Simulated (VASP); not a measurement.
BaHfO3, 5 atoms in the cell. Symmetry: P4mm, No. 99, tetragonal system. The conventional cell has a = 4.287 Å, b = 4.287 Å, c = 3.945 Å, α = 90.00°, β = 90.00°, γ = 90.00°. Ba (site symmetry 4mm) has 12 O at 2.91 to 3.03 Å and 8 Hf at 3.61 to 3.62 Å within 3.8 Å. Hf (site symmetry 4mm) has 6 O at 1.97 to 2.14 Å within 2.6 Å. O (site symmetry 2mm) has 2 Hf at 2.14 Å within 2.8 Å. Within 2.6 Å of O (site symmetry 4mm) lie 2 Hf at 1.97 Å.  This cell differs from its parent crystal: ratio of the length along z to the lengths across it x 0.92, volume and fractional coordinates fixed.

| Item | Value |
| --- | --- |
| Program | VASP 6.6.1 |
| Task | single point |
| Functional | PBEsol |
| Potentials or basis | VASP PAW PBE potentials, release 64 (Ba_sv, Hf_pv, O) |
| Cutoff | 520 eV |
| k mesh | 6 × 6 × 6 |
| Occupations | gaussian, width 0.05 eV |
| Spin | no spin polarisation |
| Dipole correction | no |
| Further INCAR settings | ALGO = Normal; EDIFF = 1e-06; NBANDS = 27 |

Potentials or basis: VASP PAW PBE potentials, release 64 (Ba_sv, Hf_pv, O).

Command:

```sh
$ cat potpaw_PBE.64/Ba_sv/POTCAR potpaw_PBE.64/Hf_pv/POTCAR potpaw_PBE.64/O/POTCAR > POTCAR
$ mpirun -np 1 vasp_std > vasp.out
```

Hardware: 1 thread of Intel Xeon 6975P-C, on a shared host.

Estimate the wall time of this run.

It took 100 s on 1 thread of Intel Xeon 6975P-C (shared host), peak memory 0.23 GiB. Counts: scf iterations 14, k points 40.
